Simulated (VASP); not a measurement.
# Pt (I4/mmm) in VASP: a series of runs

Runs on Pt. Level: PBEsol. Tasks: single point.

Everything below comes from runs of VASP 6.6.1. Logs are shortened: lines on timing, memory, paths and dates and some standing lists are left out, and cuts for length are marked.

**1. The cell of the first run**

The structure is tetragonal, space group I4/mmm (No. 139). Conventional cell: a = 2.860 Å, b = 2.860 Å, c = 3.717 Å, α = 90.00°, β = 90.00°, γ = 90.00°. Pt (site symmetry 4/mmm) has 14 Pt at 2.75 to 3.72 Å within 3.8 Å.

**2. Single point, PBEsol**

Contents of INCAR:

```
SYSTEM = Pt
PREC     = Accurate       ! precision mode
ENCUT    = 520            ! plane-wave cutoff, eV
EDIFF    = 1E-6           ! SCF threshold, eV
ISMEAR   = 0              ! smearing method
SIGMA    = 0.15           ! smearing width, eV
LREAL    = .FALSE.        ! projectors in reciprocal space
LASPH    = .TRUE.         ! aspherical terms in the spheres
NELM     = 100            ! most SCF steps
ALGO     = Fast           ! electronic algorithm
ISIF     = 2              ! what is computed and relaxed
LWAVE    = .FALSE.        ! write WAVECAR
LCHARG   = .FALSE.        ! write CHGCAR
GGA      = PS             ! functional
NBANDS   = 11             ! bands
```

Contents of KPOINTS:

```
Automatic mesh
0
G
  30 30 30
  0 0 0
```

Contents of POSCAR:

```
Pt
1.0
   -1.4297973034      1.4297973034      1.8587364945
    1.4297973034     -1.4297973034      1.8587364945
    1.4297973034      1.4297973034     -1.8587364945
Pt
1
Direct
    0.0000000000      0.0000000000      0.0000000000
```

Potentials or basis: VASP PAW PBE potentials, release 64 (Pt).

Started as:

```bash
> cat potpaw_PBE.64/Pt/POTCAR > POTCAR
> mpirun -np 1 vasp_std > vasp.out
```

OUTCAR:

```text
SYSTEM = Pt
   PREC = Accurate
   ENCUT = 520
   EDIFF = 1E-6
   ISMEAR = 0
   LREAL = .FALSE.
   LASPH = .TRUE.
   NELM = 100
   ISIF = 2
   GGA = PS

 ion  position               nearest neighbor table
   1  0.000  0.000  0.000-

  LATTYP: Found a body centered tetragonal cell.
 ALAT       =     2.8595946068
 C/A-ratio  =     1.3000000001

  Lattice vectors:

 A1 = (  -1.4297973034,   1.4297973034,   1.8587364945)
 A2 = (   1.4297973034,  -1.4297973034,   1.8587364945)
 A3 = (   1.4297973034,   1.4297973034,  -1.8587364945)

Analysis of symmetry for initial positions (statically):
=====================================================================
 Subroutine PRICEL returns:
 Original cell was already a primitive cell.

 Routine SETGRP: Setting up the symmetry group for a
 body centered tetragonal supercell.

 Subroutine GETGRP returns: Found 16 space group operations
 (whereof 16 operations were pure point group operations)
 out of a pool of 16 trial point group operations.

The static configuration has the point symmetry D_4h.

Analysis of symmetry for dynamics (positions and initial velocities):
=====================================================================
 Subroutine PRICEL returns:
 Original cell was already a primitive cell.

 Routine SETGRP: Setting up the symmetry group for a
 body centered tetragonal supercell.

 Subroutine GETGRP returns: Found 16 space group operations
 (whereof 16 operations were pure point group operations)
 out of a pool of 16 trial point group operations.

The dynamic configuration has the point symmetry D_4h.

 Subroutine INISYM returns: Found 16 space group operations
 (whereof 16 operations are pure point group operations),
 and found     1 'primitive' translations

----------------------------------------------------------------------------------------

                                     Primitive cell

  volume of cell :      15.1994

  direct lattice vectors                    reciprocal lattice vectors
    -1.429797303  1.429797303  1.858736495     0.000000000  0.349699918  0.268999937
     1.429797303 -1.429797303  1.858736495     0.349699918  0.000000000  0.268999937
     1.429797303  1.429797303 -1.858736495     0.349699918  0.349699918  0.000000000

  length of vectors
     2.746550930  2.746550930  2.746550930     0.441192700  0.441192700  0.494550367

  position of ions in fractional coordinates (direct lattice)
     0.000000000  0.000000000  0.000000000

  ion indices of the primitive-cell ions
   primitive index   ion index
                 1           1

----------------------------------------------------------------------------------------

 KPOINTS: Automatic mesh

Automatic generation of k-mesh.
 Grid dimensions read from file:
 generate k-points for:   30   30   30

 Generating k-lattice:

  Cartesian coordinates                     Fractional coordinates (reciprocal lattice)
     0.000000000  0.011656664  0.008966665     0.033333333  0.000000000  0.000000000
     0.011656664  0.000000000  0.008966665     0.000000000  0.033333333  0.000000000
     0.011656664  0.011656664  0.000000000     0.000000000  0.000000000  0.033333333

  Length of vectors
     0.014706423  0.014706423  0.016485012

  Shift w.r.t. Gamma in fractional coordinates (k-lattice)
     0.000000000  0.000000000  0.000000000

 Subroutine IBZKPT returns following result:
 ===========================================

 Found   1992 irreducible k-points:

 Following reciprocal coordinates:
            Coordinates               Weight
  0.000000  0.000000  0.000000      1.000000
  0.033333  0.000000 -0.000000      8.000000
  0.066667  0.000000 -0.000000      8.000000
  0.100000  0.000000  0.000000      8.000000
  0.133333  0.000000 -0.000000      8.000000
  0.166667  0.000000  0.000000      8.000000
[... 16 lines left out ...]
  0.233333  0.033333  0.000000     16.000000
  0.266667  0.033333 -0.000000     16.000000
 [... further k-points ...]
   k-points           NKPTS =   1992   k-points in BZ     NKDIM =   1992   number of bands    NBANDS=     11
   number of dos      NEDOS =    301   number of ions     NIONS =      1
   total plane-waves  NPLWV =   8000
   dimension x,y,z NGX =    20 NGY =   20 NGZ =   20
   dimension x,y,z NGXF=    40 NGYF=   40 NGZF=   40
   ions per type =               1
   NGX,Y,Z   is equivalent  to a cutoff of  12.11, 12.11, 12.11 a.u.
   NGXF,Y,Z  is equivalent  to a cutoff of  24.21, 24.21, 24.21 a.u.
 SYSTEM =  Pt
   PREC   = accura    normal or accurate (medium, high low for compatibility)
   ISTART =      0    job   : 0-new  1-cont  2-samecut
   ICHARG =      2    charge: 1-file 2-atom 10-const
   ISPIN  =      1    spin polarized calculation?
   LNONCOLLINEAR =      F non collinear calculations
   LSORBIT =      F    spin-orbit coupling
   LASPH  =      T    aspherical Exc in radial PAW
   ENCUT  =  520.0 eV  38.22 Ry    6.18 a.u.   5.11  5.11  5.11*2*pi/ulx,y,z
   NELM   =    100;   NELMIN=  2; NELMDL= -5     # of ELM steps
   EDIFF  = 0.1E-05   stopping-criterion for ELM
   LREAL  =      F    real-space projection
   EDIFFG = 0.1E-04   stopping-criterion for IOM
   NSW    =      0    number of steps for IOM
   IBRION =     -1    ionic relax: 0-MD 1-quasi-New 2-CG
   NFREE  =      0    steps in history (QN), initial steepest desc. (CG)
   ISIF   =      2    stress and relaxation
   ISYM   =      2    0-nonsym 1-usesym 2-fastsym
   POTIM  = 0.5000    time-step for ionic-motion
   TEBEG  =    0.0;   TEEND  =   0.0 temperature during run
   PSTRESS=    0.0 pullay stress
   NELECT =      10.0000    total number of electrons
   NUPDOWN=      -1.0000    fix difference up-down
   EMIN   =  10.00;   EMAX   =-10.00  energy-range for DOS
   EFERMI =   0.00;   METHOD = LEGACY
   ISMEAR =     0;   SIGMA  =   0.15  broadening in eV -4-tet -1-fermi 0-gaus
   EFERMI_NEDOS =   21; number of points for ismear=-14 and -15
   IALGO  =     68    algorithm
   IMIX   =      4    mixing-type and parameters
     AMIX     =   0.40;   BMIX     =  1.00
     AMIX_MAG =   1.60;   BMIX_MAG =  1.00
  volume/ion in A,a.u.               =      15.20       102.57
  Fermi-wavevector in a.u.,A,eV,Ry     =   1.423855  2.690697 27.583967  2.027364
  Thomas-Fermi vector in A             =   2.544409
   LORBIT       =      0    0 simple, 1 ext, 2 COOP (PROOUT), +10 PAW based schemes
   GGA     = PS    functional components
   LHFCALC =     F    Hartree Fock is set to
   AEXX    =    0.0000 exact exchange contribution
   IVDW    =     0    specifies the selected vdW correction
   LEPSILON=     F    determine dielectric tensor
   LRPA    =     F    only Hartree local field effects (RPA)
 non-spin polarized calculation
 RMM-DIIS sequential band-by-band and
 Gauss-broadening in eV      SIGMA  =   0.15
  energy-cutoff  :      520.00
  volume of cell :       15.20
 maximum number of plane-waves:       427
   NGX = 11   NGY = 11   NGZ = 11

 number of electron      10.0000002 magnetization

 Free energy of the ion-electron system (eV)
  ---------------------------------------------------
  ext. energy  EPLUGINS =         0.00000000
  ---------------------------------------------------
  free energy    TOTEN  =        -6.95514095 eV

  energy without entropy =       -6.93492837  energy(sigma->0) =       -6.94503466

 E-fermi :  10.9119     XC(G=0): -13.5803

 val. band max:       10.9113578018   @ k =  -0.2000   0.4333   0.2000
 cond. band min:      10.9126448600   @ k =   0.4000   0.3000   0.1333
 fundamental gap:      0.0012870582
 Fermi energy:        10.9119411784

 k-point     1 :       0.0000    0.0000    0.0000
  band No.  band energies     occupation
      1       0.7406      2.00000
      2       6.9239      2.00000
      3       6.9239      2.00000
      4       7.8474      2.00000
      5       8.7600      2.00000
      6       9.8234      2.00000
      7      25.7145      0.00000
      8      29.7863      0.00000
      9      29.7863      0.00000
     10      32.0746      0.00000
     11      35.9633      0.00000

 k-point     2 :       0.0333    0.0000   -0.0000
  band No.  band energies     occupation
      1       0.7854      2.00000
      2       6.9209      2.00000
      3       6.9417      2.00000
      4       7.8467      2.00000
      5       8.7549      2.00000
      6       9.8086      2.00000
      7      25.7838      0.00000
      8      29.6874      0.00000
      9      29.8535      0.00000
     10      31.9492      0.00000
     11      36.2824      0.00000

 k-point     3 :       0.0667    0.0000   -0.0000
  band No.  band energies     occupation
      1       0.9186      2.00000
      2       6.9089      2.00000
      3       6.9918      2.00000
      4       7.8492      2.00000
      5       8.7437      2.00000
      6       9.7671      2.00000
      7      25.9847      0.00000
      8      29.3277      0.00000
      9      30.0531      0.00000
     10      31.8048      0.00000
     11      37.0047      0.00000

 k-point     4 :       0.1000    0.0000    0.0000
  band No.  band energies     occupation
      1       1.1358      2.00000
      2       6.8810      2.00000
      3       7.0634      2.00000
      4       7.8656      2.00000
      5       8.7386      2.00000
      6       9.7068      2.00000
      7      26.2947      0.00000
      8      28.6750      0.00000
      9      30.3793      0.00000
     10      31.8979      0.00000
     11      37.3610      0.00000
[... 239 lines left out ...]
 k-point    22 :       0.2000    0.0333    0.0000
  band No.  band energies     occupation
      1       2.3720      2.00000
      2       6.7303      2.00000
      3       7.2207      2.00000
      4       8.0031      2.00000
      5       9.1094      2.00000
      6       9.5519      2.00000
      7      25.4884      0.00000
      8      27.3853      0.00000
      9      31.7009      0.00000
     10      33.7831      0.00000
     11      34.3378      0.00000

 k-point    23 :       0.2333    0.0333    0.0000
  band No.  band energies     occupation
      1       2.7758      2.00000
      2       6.7759      2.00000
      3       7.1715      2.00000
      4       8.0282      2.00000
      5       9.3266      2.00000
      6       9.6579      2.00000
      7      24.3932      0.00000
      8      27.3089      0.00000
      9      32.1487      0.00000
     10      33.8512      0.00000
     11      34.4405      0.00000

 k-point    24 :       0.2667    0.0333   -0.0000
  band No.  band energies     occupation
      1       3.1324      2.00000
      2       6.9242      2.00000
      3       7.1147      2.00000
      4       8.0101      2.00000
      5       9.5560      2.00000
      6       9.8757      2.00000
      7      23.2302      0.00000
      8      26.9900      0.00000
      9      32.1556      0.00000
     10      33.8400      0.00000
     11      34.7299      0.00000

 [... further k-points ...]

------------------------ aborting loop because EDIFF is reached ----------------------------------------

  FORCE on cell =-STRESS in cart. coord.  units (eV):
  Direction    XX          YY          ZZ          XY          YZ          ZX
  --------------------------------------------------------------------------------------
  -------------------------------------------------------------------------------------
  Total       -0.4407787     -0.4407787      0.0996791      0.0000000      0.0000000      0.0000000
  in kB      -46.4626925    -46.4626925     10.5072177      0.0000000      0.0000000      0.0000000
  external PRESSURE =     -27.4727225 kB  Pullay stress =       0.0000000 kB

 VOLUME and BASIS-vectors are now :
 -----------------------------------------------------------------------------
  energy-cutoff  :      520.00
  volume of cell :       15.20
      direct lattice vectors                 reciprocal lattice vectors
    -1.429797303  1.429797303  1.858736495     0.000000000  0.349699918  0.268999937
     1.429797303 -1.429797303  1.858736495     0.349699918  0.000000000  0.268999937
     1.429797303  1.429797303 -1.858736495     0.349699918  0.349699918  0.000000000

 POSITION                                       TOTAL-FORCE (eV/Angst)
 -----------------------------------------------------------------------------------
      0.00000      0.00000      0.00000        -0.000000     -0.000000      0.000000
 -----------------------------------------------------------------------------------
    total drift:                                0.000000      0.000000      0.000000

  FREE ENERGIE OF THE ION-ELECTRON SYSTEM (eV)
  ---------------------------------------------------
  free  energy   TOTEN  =        -6.9551409489 eV

  energy  without entropy=       -6.9349283696  energy(sigma->0) =       -6.94503466
```

Run time: 1.8 min. Hardware: 1 thread of Intel Xeon 6975P-C (Granite Rapids), shared host; peak memory 0.41 GiB.

Results:

| Item | Value |
| --- | --- |
| Free energy | -6.9551 eV |
| Pressure | -2.7 GPa |
| Band gap on the k mesh | zero (bands 5 and 6 overlap by 2.57 eV) |

Stress tensor (GPa, compression positive):
```
-4.65  0.00  0.00
 0.00 -4.65  0.00
 0.00  0.00  1.05
```

Caveat: the stress differs along the axes, from -5 to 1 GPa; the PAW data sets were made with another functional, which shifts forces and pressure a little; spin-orbit coupling is left out, which moves the levels of the heavy elements.

**3. Single point, PBEsol**

Contents of INCAR:

```
SYSTEM = Pt
  PREC = Accurate
  ENCUT = 520
  EDIFF = 1E-6
  ISMEAR = 0
  SIGMA = 0.15
  LREAL = .FALSE.
  LASPH = .TRUE.
  NELM = 100
  ALGO = Fast
  ISIF = 2
  LWAVE = .FALSE.
  LCHARG = .FALSE.
  GGA = PS
  NBANDS = 11
```

KPOINTS is that of step 2.

Contents of POSCAR:

```
Pt
1.0
   -1.6044504719      1.6044504719      1.4760944342
    1.6044504719     -1.6044504719      1.4760944342
    1.6044504719      1.6044504719     -1.4760944342
Pt
1
Direct
    0.0000000000      0.0000000000      0.0000000000
```

Potentials or basis: VASP PAW PBE potentials, release 64 (Pt).

Started as:

```bash
> cat potpaw_PBE.64/Pt/POTCAR > POTCAR
> mpirun -np 1 vasp_std > vasp.out
```

OUTCAR:

```text
SYSTEM = Pt
   PREC = Accurate
   ENCUT = 520
   EDIFF = 1E-6
   ISMEAR = 0
   LREAL = .FALSE.
   LASPH = .TRUE.
   NELM = 100
   ISIF = 2
   GGA = PS

 ion  position               nearest neighbor table
   1  0.000  0.000  0.000-

  LATTYP: Found a body centered tetragonal cell.
 ALAT       =     3.2089009438
 C/A-ratio  =     0.9200000000

  Lattice vectors:

 A1 = (  -1.6044504719,   1.6044504719,   1.4760944342)
 A2 = (   1.6044504719,  -1.6044504719,   1.4760944342)
 A3 = (   1.6044504719,   1.6044504719,  -1.4760944342)

Analysis of symmetry for initial positions (statically):
=====================================================================
 Subroutine PRICEL returns:
 Original cell was already a primitive cell.

 Routine SETGRP: Setting up the symmetry group for a
 body centered tetragonal supercell.

 Subroutine GETGRP returns: Found 16 space group operations
 (whereof 16 operations were pure point group operations)
 out of a pool of 16 trial point group operations.

The static configuration has the point symmetry D_4h.

Analysis of symmetry for dynamics (positions and initial velocities):
[... 168 lines left out ...]
      2       6.5467      2.00000
      3       7.3289      2.00000
      4       7.3289      2.00000
      5       9.0569      2.00000
      6      10.1173      2.00000
      7      27.2622      0.00000
      8      27.2622      0.00000
      9      29.0413      0.00000
     10      37.7334      0.00000
     11      37.9308      0.00000
[... 309 lines left out ...]
 k-point    24 :       0.2667    0.0333    0.0000
  band No.  band energies     occupation
      1       3.4236      2.00000
      2       5.8585      2.00000
      3       7.2679      2.00000
      4       9.4196      2.00000
      5       9.5087      2.00000
      6       9.8764      2.00000
      7      24.6349      0.00000
      8      26.2921      0.00000
      9      30.5896      0.00000
     10      31.9112      0.00000
     11      33.8731      0.00000

 [... further k-points ...]

------------------------ aborting loop because EDIFF is reached ----------------------------------------

  FORCE on cell =-STRESS in cart. coord.  units (eV):
  Direction    XX          YY          ZZ          XY          YZ          ZX
  --------------------------------------------------------------------------------------
  -------------------------------------------------------------------------------------
  Total        0.2325500      0.2325500     -0.6327196      0.0000000     -0.0000000      0.0000000
  in kB       24.5132137     24.5132137    -66.6952852      0.0000000     -0.0000000      0.0000000
  external PRESSURE =      -5.8896193 kB  Pullay stress =       0.0000000 kB

 VOLUME and BASIS-vectors are now :
 -----------------------------------------------------------------------------
  energy-cutoff  :      520.00
  volume of cell :       15.20
      direct lattice vectors                 reciprocal lattice vectors
    -1.604450472  1.604450472  1.476094434     0.000000000  0.311633178  0.338731716
     1.604450472 -1.604450472  1.476094434     0.311633178  0.000000000  0.338731716
     1.604450472  1.604450472 -1.476094434     0.311633178  0.311633178  0.000000000

 POSITION                                       TOTAL-FORCE (eV/Angst)
 -----------------------------------------------------------------------------------
      0.00000      0.00000      0.00000         0.000000     -0.000000      0.000000
 -----------------------------------------------------------------------------------
    total drift:                                0.000000     -0.000000     -0.000000

  FREE ENERGIE OF THE ION-ELECTRON SYSTEM (eV)
  ---------------------------------------------------
  free  energy   TOTEN  =        -6.8808858325 eV

  energy  without entropy=       -6.8680021483  energy(sigma->0) =       -6.87444399
```

stdout:

```text
POSCAR found type information on POSCAR Pt
 POSCAR found :  1 types and       1 ions
 scaLAPACK will be used
 -----------------------------------------------------------------------------
|                                                                             |
|                                                                             |
|     You enforced a specific xc type in the INCAR file but a different       |
|     I HOPE YOU KNOW WHAT YOU ARE DOING!                                     |
|                                                                             |
 -----------------------------------------------------------------------------

 LDA part: xc-table for (Slater+PW92), standard interpolation
 POSCAR, INCAR and KPOINTS ok, starting setup
 FFT: planning ... GRIDC
 FFT: planning ... GRID_SOFT
 FFT: planning ... GRID
 WAVECAR not read
 entering main loop
WARNING in EDDRMM: call to ZHEGV failed, returncode =   8  4     11
```

It took 1.7 min on 1 thread of Intel Xeon 6975P-C (Granite Rapids), shared host; peak memory 0.42 GiB.

Results:

```
Free energy            : -6.8809 eV
Pressure               : -0.6 GPa
Band gap on the k mesh : zero (bands 5 and 6 overlap by 2.29 eV)
```

Caveat: the stress differs along the axes, from -7 to 2 GPa; the PAW data sets were made with another functional, which shifts forces and pressure a little; spin-orbit coupling is left out, which moves the levels of the heavy elements.
